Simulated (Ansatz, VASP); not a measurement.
## BaZrO3: VASP beside Ansatz

The input POSCAR:

```
BaZrO3
1.0
    4.2469916444      0.0000000000      0.0000000000
    0.0000000000      4.2469916444      0.0000000000
    0.0000000000      0.0000000000      4.2469916444
Ba Zr O
1 1 3
Direct
    0.0000000000      0.0000000000      0.0000000000
    0.5000000000      0.5000000000      0.5000000000
    0.0000000000      0.5000000000      0.5000000000
    0.5000000000      0.0000000000      0.5000000000
    0.5000000000      0.5000000000      0.0000000000
```

File INCAR.step1:

```
PREC = Accurate ; ENCUT = 520
ISMEAR = 0 ; SIGMA = 0.01
LREAL = F ; LASPH = T
NELM = 80 ; NBANDS = 28
GGA = PE ; ALGO = Normal
EDIFF = 1E-4 ; LWAVE = T
LCHARG = F
```

The input INCAR.step2:

```
PREC = Accurate ; ENCUT = 520
EDIFF = 1E-7 ; ISMEAR = 0
SIGMA = 0.01 ; LREAL = F
LASPH = T ; NELM = 80
ALGO = Normal ; ISIF = 2
LWAVE = F ; LCHARG = F
METAGGA = R2SCAN ; LMIXTAU = T
NBANDS = 28 ; ISTART = 1
```

KPOINTS

```
regular mesh
0
Gamma
  6 6 6
```

Input for Ansatz:

```yaml
crystal:
  lattice:
    - [4.2469916444, 0.0, 0.0]
    - [0.0, 4.2469916444, 0.0]
    - [0.0, 0.0, 4.2469916444]
  atoms:
    - { symbol: Ba, position: [0.0, 0.0, 0.0] }
    - { symbol: Zr, position: [0.5, 0.5, 0.5] }
    - { symbol: O, position: [0.0, 0.5, 0.5] }
    - { symbol: O, position: [0.5, 0.0, 0.5] }
    - { symbol: O, position: [0.5, 0.5, 0.0] }
kpoints:
  mp_grid: { grid: [6, 6, 6] }
hamiltonian:
  xc: r2scan
scf:
  occupations: { method: fixed }
  n_extra_bands: 5
output:
  forces: true
  stress: true
  eigenvalues: true
```

Alike in both runs: task single point; functional r2SCAN; k mesh 6 × 6 × 6; no spin polarisation.

|  | VASP | Ansatz |
| --- | --- | --- |
| version | VASP 6.6.1 | Ansatz 0.2.0 |
| potentials or method | VASP PAW PBE potentials, release 64 (Ba_sv, Zr_sv, O) | plane waves, PAW |
| plane-wave cutoff (eV) | 520 | 500 |
| occupations | gaussian, width 0.01 eV | fixed |
| valence electrons in the cell | 40 | 40 |

|  | VASP | Ansatz | Ansatz less VASP |
| --- | --- | --- | --- |
| gap on the k mesh at the Fermi level (eV) | 3.60 | 3.65 | +0.049 |
| pressure (GPa) | -3.7 | -4.6 | -0.90 |

VASP's potentials were made for PBE, not for r2SCAN.

Neither program's run includes spin-orbit coupling.
